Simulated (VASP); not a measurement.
# BeSe (F-43m) in VASP: notebook, part 2 of 2

VASP 6.6.1.

## Step 5: Single point, PBEsol (Te replaced by Se, lengths x 0.954, strained)

INCAR reads:

```
PREC = Accurate
ENCUT = 600
EDIFF = 1E-6
ISMEAR = 0
SIGMA = 0.02
LREAL = False
LASPH = True
NELM = 120
ALGO = Normal
ISIF = 2
LWAVE = False
LCHARG = True
GGA = PS
LELF = True
LVHAR = True
NBANDS = 11
GGA_COMPAT = False
```

KPOINTS reads:

```
regular mesh
0
Gamma
  10 10 10
```

POSCAR reads:

```
BeSe
1.0
    0.0000000000      2.5504975292      2.5504975292
    2.5504975292      0.0000000000      2.5504975292
    2.5504975292      2.5504975292      0.0000000000
Be Se
1 1
Direct
    0.0000000000      0.0000000000      0.0000000000
    0.7500000000      0.7500000000      0.7500000000
```

Potentials or basis: VASP PAW PBE potentials, release 64 (Be, Se).

The run is started by

```console
$ cat potpaw_PBE.64/Be/POTCAR potpaw_PBE.64/Se/POTCAR > POTCAR
$ mpirun -np 1 vasp_std > vasp.out
```

OUTCAR:

```text
PREC = Accurate
   ENCUT = 600
   EDIFF = 1E-6
   ISMEAR = 0
   LREAL = False
   LASPH = True
   NELM = 120
   ISIF = 2
   GGA = PS

 ion  position               nearest neighbor table
   1  0.000  0.000  0.000-   2 2.21   2 2.21   2 2.21   2 2.21
   2  0.750  0.750  0.750-   1 2.21   1 2.21   1 2.21   1 2.21

  LATTYP: Found a face centered cubic cell.
 ALAT       =     5.1009950584

  Lattice vectors:

 A1 = (   0.0000000000,   2.5504975292,   2.5504975292)
 A2 = (   2.5504975292,   0.0000000000,   2.5504975292)
 A3 = (   2.5504975292,   2.5504975292,   0.0000000000)

Analysis of symmetry for initial positions (statically):
=====================================================================
 Subroutine PRICEL returns:
 Original cell was already a primitive cell.

 Routine SETGRP: Setting up the symmetry group for a
 face centered cubic supercell.

 Subroutine GETGRP returns: Found 24 space group operations
 (whereof 24 operations were pure point group operations)
 out of a pool of 48 trial point group operations.

The static configuration has the point symmetry T_d .

Analysis of symmetry for dynamics (positions and initial velocities):
=====================================================================
 Subroutine PRICEL returns:
 Original cell was already a primitive cell.

 Routine SETGRP: Setting up the symmetry group for a
 face centered cubic supercell.

 Subroutine GETGRP returns: Found 24 space group operations
 (whereof 24 operations were pure point group operations)
 out of a pool of 48 trial point group operations.

The dynamic configuration has the point symmetry T_d .

 Subroutine INISYM returns: Found 24 space group operations
 (whereof 24 operations are pure point group operations),
 and found     1 'primitive' translations

----------------------------------------------------------------------------------------

                                     Primitive cell

  volume of cell :      33.1822

  direct lattice vectors                    reciprocal lattice vectors
     0.000000000  2.550497529  2.550497529    -0.196040182  0.196040182  0.196040182
     2.550497529  0.000000000  2.550497529     0.196040182 -0.196040182  0.196040182
     2.550497529  2.550497529  0.000000000     0.196040182  0.196040182 -0.196040182

  length of vectors
     3.606948197  3.606948197  3.606948197     0.339551556  0.339551556  0.339551556

  position of ions in fractional coordinates (direct lattice)
     0.000000000  0.000000000  0.000000000
     0.750000000  0.750000000  0.750000000

  ion indices of the primitive-cell ions
   primitive index   ion index
                 1           1
                 2           2

----------------------------------------------------------------------------------------

 KPOINTS: regular mesh

Automatic generation of k-mesh.
 Grid dimensions read from file:
 generate k-points for:   10   10   10

 Generating k-lattice:

  Cartesian coordinates                     Fractional coordinates (reciprocal lattice)
    -0.019604018  0.019604018  0.019604018     0.100000000  0.000000000  0.000000000
     0.019604018 -0.019604018  0.019604018     0.000000000  0.100000000  0.000000000
     0.019604018  0.019604018 -0.019604018     0.000000000  0.000000000  0.100000000

  Length of vectors
     0.033955156  0.033955156  0.033955156

  Shift w.r.t. Gamma in fractional coordinates (k-lattice)
     0.000000000  0.000000000  0.000000000

 Subroutine IBZKPT returns following result:
 ===========================================

 Found     47 irreducible k-points:

 Following reciprocal coordinates:
            Coordinates               Weight
  0.000000  0.000000  0.000000      1.000000
  0.100000  0.000000  0.000000      8.000000
  0.200000  0.000000  0.000000      8.000000
  0.300000  0.000000  0.000000      8.000000
  0.400000  0.000000  0.000000      8.000000
  0.500000  0.000000  0.000000      4.000000
[... 16 lines left out ...]
  0.300000  0.300000  0.000000      6.000000
  0.400000  0.300000  0.000000     24.000000
 [... further k-points ...]
   k-points           NKPTS =     47   k-points in BZ     NKDIM =     47   number of bands    NBANDS=     11
   number of dos      NEDOS =    301   number of ions     NIONS =      2
   total plane-waves  NPLWV =  27000
   dimension x,y,z NGX =    30 NGY =   30 NGZ =   30
   dimension x,y,z NGXF=    60 NGYF=   60 NGZF=   60
   ions per type =               1   1
   NGX,Y,Z   is equivalent  to a cutoff of  13.83, 13.83, 13.83 a.u.
   NGXF,Y,Z  is equivalent  to a cutoff of  27.65, 27.65, 27.65 a.u.
 SYSTEM =  unknown system
   PREC   = accura    normal or accurate (medium, high low for compatibility)
   ISTART =      0    job   : 0-new  1-cont  2-samecut
   ICHARG =      2    charge: 1-file 2-atom 10-const
   ISPIN  =      1    spin polarized calculation?
   LNONCOLLINEAR =      F non collinear calculations
   LSORBIT =      F    spin-orbit coupling
   LASPH  =      T    aspherical Exc in radial PAW
   ENCUT  =  600.0 eV  44.10 Ry    6.64 a.u.   7.20  7.20  7.20*2*pi/ulx,y,z
   NELM   =    120;   NELMIN=  2; NELMDL= -5     # of ELM steps
   EDIFF  = 0.1E-05   stopping-criterion for ELM
   LREAL  =      F    real-space projection
   EDIFFG = 0.1E-04   stopping-criterion for IOM
   NSW    =      0    number of steps for IOM
   IBRION =     -1    ionic relax: 0-MD 1-quasi-New 2-CG
   NFREE  =      0    steps in history (QN), initial steepest desc. (CG)
   ISIF   =      2    stress and relaxation
   ISYM   =      2    0-nonsym 1-usesym 2-fastsym
   POTIM  = 0.5000    time-step for ionic-motion
   TEBEG  =    0.0;   TEEND  =   0.0 temperature during run
   PSTRESS=    0.0 pullay stress
   NELECT =       8.0000    total number of electrons
   NUPDOWN=      -1.0000    fix difference up-down
   EMIN   =  10.00;   EMAX   =-10.00  energy-range for DOS
   EFERMI =   0.00;   METHOD = LEGACY
   ISMEAR =     0;   SIGMA  =   0.02  broadening in eV -4-tet -1-fermi 0-gaus
   EFERMI_NEDOS =   21; number of points for ismear=-14 and -15
   IALGO  =     38    algorithm
   IMIX   =      4    mixing-type and parameters
     AMIX     =   0.40;   BMIX     =  1.00
     AMIX_MAG =   1.60;   BMIX_MAG =  1.00
  volume/ion in A,a.u.               =      16.59       111.96
  Fermi-wavevector in a.u.,A,eV,Ry     =   1.018912  1.925464 14.125313  1.038181
  Thomas-Fermi vector in A             =   2.152396
   LORBIT       =      0    0 simple, 1 ext, 2 COOP (PROOUT), +10 PAW based schemes
   GGA     = PS    functional components
   LHFCALC =     F    Hartree Fock is set to
   AEXX    =    0.0000 exact exchange contribution
   IVDW    =     0    specifies the selected vdW correction
   LEPSILON=     F    determine dielectric tensor
   LRPA    =     F    only Hartree local field effects (RPA)
 non-spin polarized calculation
 Gauss-broadening in eV      SIGMA  =   0.02
  energy-cutoff  :      600.00
  volume of cell :       33.18
 maximum number of plane-waves:      1122
 NGX is ok and might be reduce to    30
   NGX = 15   NGY = 15   NGZ = 15

 number of electron       8.0000000 magnetization

 Free energy of the ion-electron system (eV)
  ---------------------------------------------------
  ext. energy  EPLUGINS =         0.00000000
  ---------------------------------------------------
  free energy    TOTEN  =        -9.44659706 eV

  energy without entropy =       -9.44659706  energy(sigma->0) =       -9.44659706

 E-fermi :   3.6343     XC(G=0):  -9.6903

 val. band max:        3.5253426141   @ k =   0.0000   0.0000   0.0000
 cond. band min:       5.9388273512   @ k =   0.5000   0.5000   0.0000
 fundamental gap:      2.4134847370
 Fermi energy:         3.6342766497

 k-point     1 :       0.0000    0.0000    0.0000
  band No.  band energies     occupation
      1     -10.4718      2.00000
      2       3.5253      2.00000
      3       3.5253      2.00000
      4       3.5253      2.00000
      5       7.9337      0.00000
      6       8.4959      0.00000
      7       8.4959      0.00000
      8       8.4959      0.00000
      9      15.5489      0.00000
     10      16.0890      0.00000
     11      16.0890      0.00000
[... 309 lines left out ...]
 k-point    24 :       0.4000    0.3000    0.0000
  band No.  band energies     occupation
      1      -9.0496      2.00000
      2      -0.8944      2.00000
      3       0.9372      2.00000
      4       1.2157      2.00000
      5       6.8320      0.00000
      6       8.5796      0.00000
      7      12.8704      0.00000
      8      13.1020      0.00000
      9      16.3772      0.00000
     10      18.3434      0.00000
     11      18.7297      0.00000

 [... further k-points ...]

------------------------ aborting loop because EDIFF is reached ----------------------------------------

  FORCE on cell =-STRESS in cart. coord.  units (eV):
  Direction    XX          YY          ZZ          XY          YZ          ZX
  --------------------------------------------------------------------------------------
  -------------------------------------------------------------------------------------
  Total        0.3443710      0.3443710      0.3443710     -0.0000000     -0.0000000     -0.0000000
  in kB       16.6277088     16.6277088     16.6277088     -0.0000000     -0.0000000     -0.0000000
  external PRESSURE =      16.6277088 kB  Pullay stress =       0.0000000 kB

 VOLUME and BASIS-vectors are now :
 -----------------------------------------------------------------------------
  energy-cutoff  :      600.00
  volume of cell :       33.18
      direct lattice vectors                 reciprocal lattice vectors
     0.000000000  2.550497529  2.550497529    -0.196040182  0.196040182  0.196040182
     2.550497529  0.000000000  2.550497529     0.196040182 -0.196040182  0.196040182
     2.550497529  2.550497529  0.000000000     0.196040182  0.196040182 -0.196040182

 POSITION                                       TOTAL-FORCE (eV/Angst)
 -----------------------------------------------------------------------------------
      0.00000      0.00000      0.00000         0.000000      0.000000      0.000000
      3.82575      3.82575      3.82575        -0.000000     -0.000000     -0.000000
 -----------------------------------------------------------------------------------
    total drift:                               -0.000000     -0.000000     -0.000000

  FREE ENERGIE OF THE ION-ELECTRON SYSTEM (eV)
  ---------------------------------------------------
  free  energy   TOTEN  =        -9.4465970640 eV

  energy  without entropy=       -9.4465970640  energy(sigma->0) =       -9.44659706
```

OSZICAR:

```text
N       E                     dE             d eps       ncg     rms          rms(c)
DAV:   1     0.239670227353E+02    0.23967E+02   -0.40066E+03  1034   0.690E+02
DAV:   2    -0.817537502834E+01   -0.32142E+02   -0.30889E+02  1360   0.116E+02
DAV:   3    -0.959154397487E+01   -0.14162E+01   -0.14141E+01  1338   0.248E+01
DAV:   4    -0.959782622223E+01   -0.62822E-02   -0.62817E-02  1245   0.187E+00
DAV:   5    -0.959784296111E+01   -0.16739E-04   -0.16739E-04  1314   0.964E-02    0.346E+00
DAV:   6    -0.949076209358E+01    0.10708E+00   -0.54508E-02  1226   0.114E+00    0.211E+00
DAV:   7    -0.944600766146E+01    0.44754E-01   -0.93897E-02  1250   0.151E+00    0.236E-01
DAV:   8    -0.944652124703E+01   -0.51359E-03   -0.22593E-03  1178   0.285E-01    0.587E-02
DAV:   9    -0.944659655968E+01   -0.75313E-04   -0.88636E-05  1309   0.664E-02    0.278E-02
DAV:  10    -0.944659706404E+01   -0.50436E-06   -0.66835E-06  1212   0.117E-02
   1 F= -.94465971E+01 E0= -.94465971E+01  d E =-.442115E-17
```

stdout:

```text
POSCAR found type information on POSCAR BeSe
 POSCAR found :  2 types and       2 ions
 scaLAPACK will be used
 -----------------------------------------------------------------------------
|                                                                             |
|                                                                             |
|     You enforced a specific xc type in the INCAR file but a different       |
|     I HOPE YOU KNOW WHAT YOU ARE DOING!                                     |
|                                                                             |
 -----------------------------------------------------------------------------

 LDA part: xc-table for (Slater+PW92), standard interpolation
 POSCAR, INCAR and KPOINTS ok, starting setup
 FFT: planning ... GRIDC
 FFT: planning ... GRID_SOFT
 FFT: planning ... GRID
 WAVECAR not read
 entering main loop
```

It took 35 s on 1 thread of Intel Xeon 8259CL, shared host; peak memory 0.18 GiB.

Results:

```yaml
Free_energy: -9.4466 eV
Pressure: 1.7 GPa
Band_gap_on_the_k_mesh: 2.41 eV, indirect (least direct gap 4.41 eV)
```

Caveat: the cell differs from its parent crystal (Te replaced by Se, lengths x 0.954, strained); the PAW data sets were made with another functional, which shifts forces and pressure a little. A k mesh can miss the band edges.

## Step 6: The runs side by side

```tsv
cell	k mesh	smearing	gap on the mesh (eV)	pressure (GPa)
a = 3.620 Å, angles 60.0°, 2 atoms	6 × 6 × 6	gaussian 0.1 eV	2.44	0.8
a = 3.607 Å, angles 60.0°, 2 atoms	6 × 6 × 6	gaussian 0.1 eV	2.41	1.7
a = 3.620 Å, angles 60.0°, 2 atoms	10 × 10 × 10	gaussian 0.02 eV	2.44	0.8
a = 3.607 Å, angles 60.0°, 2 atoms	10 × 10 × 10	gaussian 0.02 eV	2.41	1.7
```

Alike in all rows: task single point; level PBEsol; potentials or basis VASP PAW PBE potentials, release 64 (Be, Se); no spin polarisation; cutoff (eV) 600.

Caveats: the PAW data sets were made with another functional, which shifts forces and pressure a little.

Absolute energies hang on the potentials; compare differences alone.
